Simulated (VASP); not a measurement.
A run of VASP 6.6.1 is set up as follows.

File INCAR:

```
SYSTEM = Al
PREC     = Accurate       ! precision mode
ENCUT    = 520            ! plane-wave cutoff, eV
EDIFF    = 1E-6           ! SCF threshold, eV
ISMEAR   = 0              ! smearing method
SIGMA    = 0.15           ! smearing width, eV
LREAL    = .FALSE.        ! projectors in reciprocal space
LASPH    = .TRUE.         ! aspherical terms in the spheres
NELM     = 60             ! most SCF steps
ALGO     = Normal         ! electronic algorithm
ISIF     = 2              ! what is computed and relaxed
LWAVE    = .FALSE.        ! write WAVECAR
LCHARG   = .TRUE.         ! write CHGCAR
LELF     = .TRUE.         ! ELF
LVHAR    = .TRUE.       
NBANDS   = 8              ! bands
```

Contents of KPOINTS:

```
regular mesh
0
G
  22 22 22
  0 0 0
```

File POSCAR:

```
Al
1.0
   -1.5825187182      1.5825187182      1.7053221708
    1.5825187182     -1.5825187182      1.7053221708
    1.5825187182      1.5825187182     -1.7053221708
Al
1
Direct
    0.0000000000      0.0000000000      0.0000000000
```

Potentials or basis: VASP PAW LDA potentials, release 64 (Al).

The run is started by

```sh
$ cat potpaw_LDA.64/Al/POTCAR > POTCAR
$ mpirun -np 1 vasp_std > vasp.out
```

**Question.** Estimate the pressure.

**Answer.** -3.6 GPa.

Stress tensor (GPa, compression positive):
```
-4.51  0.00  0.00
 0.00 -4.51  0.00
 0.00  0.00 -1.68
```
